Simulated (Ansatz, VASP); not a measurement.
## ZrC: VASP beside Ansatz

```
CELL_PARAMETERS angstrom
3.33175 0.00000 0.00000
0.00000 3.33128 0.00000
0.00000 0.00000 4.69025
ATOMIC_POSITIONS crystal
Zr 0.00000 0.00000 0.24998
Zr 0.50000 0.50000 0.75002
C 0.00000 0.00000 0.75000
C 0.50000 0.50000 0.25000
```

Alike in both runs: functional PBE; k mesh 4 × 4 × 4; occupations gaussian, width 0.1 eV; no spin polarisation.

Ansatz relaxed the structure, and its values are those at the end. VASP's run is a single point on that final structure, the one shown.

|  | VASP | Ansatz |
| --- | --- | --- |
| version | VASP 6.6.1 | Ansatz 0.2.0 |
| potentials or method | VASP PAW PBE potentials, release 64 (Zr_sv, C), cutoff 520 eV | scalar-relativistic, plane waves, PAW |
| valence electrons in the cell | 32 | 32 |

VASP gave:

```
gap on the k mesh at the Fermi level (eV) : none
pressure (GPa)                            : 0.4
```

Question: Estimate Ansatz's values.

Answer: gap on the k mesh at the Fermi level (eV): none; pressure (GPa): 0.2.

A gap of «none» marks a metal or a gap that the smearing closes. With one functional, cell and mesh, what is left measures potentials, basis and numerics.

The k mesh is coarse, so the values compare programs but aren't converged.
